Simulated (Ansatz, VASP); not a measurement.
## HfB: VASP beside Ansatz

Contents of INCAR:

```
ALGO = Normal
EDIFF = 1E-6
ENCUT = 520
GGA = PS
ISIF = 2
ISMEAR = 0
LASPH = T
LCHARG = T
LELF = T
LREAL = F
LVHAR = T
LWAVE = F
NBANDS = 14
NELM = 100
PREC = Accurate
SIGMA = 0.1
```

The input KPOINTS:

```
k-points
0
Gamma
  16 16 16
```

File POSCAR:

```
HfB
1.0
    0.0000000000      2.3450779063      2.3450779063
    2.3450779063      0.0000000000      2.3450779063
    2.3450779063      2.3450779063      0.0000000000
Hf B
1 1
Direct
    0.5000000000      0.5000000000      0.5000000000
    0.0000000000      0.0000000000      0.0000000000
```

Input for Ansatz:

```yaml
crystal:
  lattice:
    - [0.0, 2.3450779063, 2.3450779063]
    - [2.3450779063, 0.0, 2.3450779063]
    - [2.3450779063, 2.3450779063, 0.0]
  atoms:
    - { symbol: Hf, position: [0.5, 0.5, 0.5] }
    - { symbol: B, position: [0.0, 0.0, 0.0] }
basis:
  ecutwfc: 420
kpoints:
  mp_grid: { grid: [16, 16, 16] }
hamiltonian:
  xc: pbesol
scf:
  occupations: { method: gaussian, width: 0.1 }
output:
  forces: true
  stress: true
  eigenvalues: true
```

Alike in both runs: task single point; functional PBEsol; k mesh 16 × 16 × 16; occupations gaussian, width 0.1 eV; no spin polarisation.

|  | VASP | Ansatz |
| --- | --- | --- |
| version | VASP 6.6.1 | Ansatz 0.2.0 |
| potentials or method | VASP PAW PBE potentials, release 64 (Hf_pv, B), cutoff 520 eV | scalar-relativistic, plane waves, PAW |
| valence electrons in the cell | 13 | 29 |

Ansatz gave:

```
gap on the k mesh at the Fermi level (eV) : none
pressure (GPa)                            : 12.4
```

Problem. Which values does VASP return?

Solution. gap on the k mesh at the Fermi level (eV): none; pressure (GPa): 13.2.

VASP's potentials were made for PBE, not for PBEsol. A gap of «none» marks a metal or a gap that the smearing closes. VASP's potentials hold 13 valence electrons a cell and Ansatz's 29, so a difference there can come from the potentials and not from the codes.

Spin-orbit coupling is off throughout.
